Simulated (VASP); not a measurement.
Runs of VASP 6.6.1 on YbN. The structure is that of space group F-43m (No. 216), or close to it. The cells are those of the table. 

```tsv
level	cell	k mesh for the DOS	occupations for the DOS	gap on the mesh (eV)	pressure (GPa)	moment (μB)
PBE+U	a = 3.650 Å, angles 60.0°, 2 atoms	-	-	none	2.3	1.00
PBE+U	a = 3.727 Å, angles 60.0°, 2 atoms	-	-	none	-3.0	1.00
PBE+U	a = 3.698 Å, angles 60.0°, 2 atoms	-	-	none	-1.3	1.00
PBE+U	a = 3.626 Å, angles 60.0°, 2 atoms	-	-	none	(a)	1.00
PBE+D3(BJ)+U	a = 3.650 Å, angles 60.0°, 2 atoms	-	-	none	-0.9	1.00
PBE+U	a = 3.632, b = 3.650 Å, angles 59.8, 60.3, 59.8°, 2 atoms	-	-	none	2.3	1.00
PBE+U	a = 3.650 Å, angles 60.0°, 2 atoms	12 × 12 × 12	tetrahedron	-	-	1.00
```

Alike in all rows: task single point; potentials or basis VASP PAW PBE potentials, release 64 (Yb, N); spin collinear, ferromagnetic start; Yb f U = 6.0 eV; k mesh 8 × 8 × 8; cutoff (eV) 520; smearing gaussian 0.05 eV.

Estimate the missing entries.

(a) 4.0.

Caveats: spin-orbit coupling is left out, which moves the levels of the heavy elements; the cell stands under tension (at least some runs); the cell stands under pressure (at least some runs); three body term missing (at least some runs).

A k mesh can miss the band edges, and the runs leave out spin-orbit coupling on Yb.

A gap of «none» marks levels without a gap at the run's occupations.
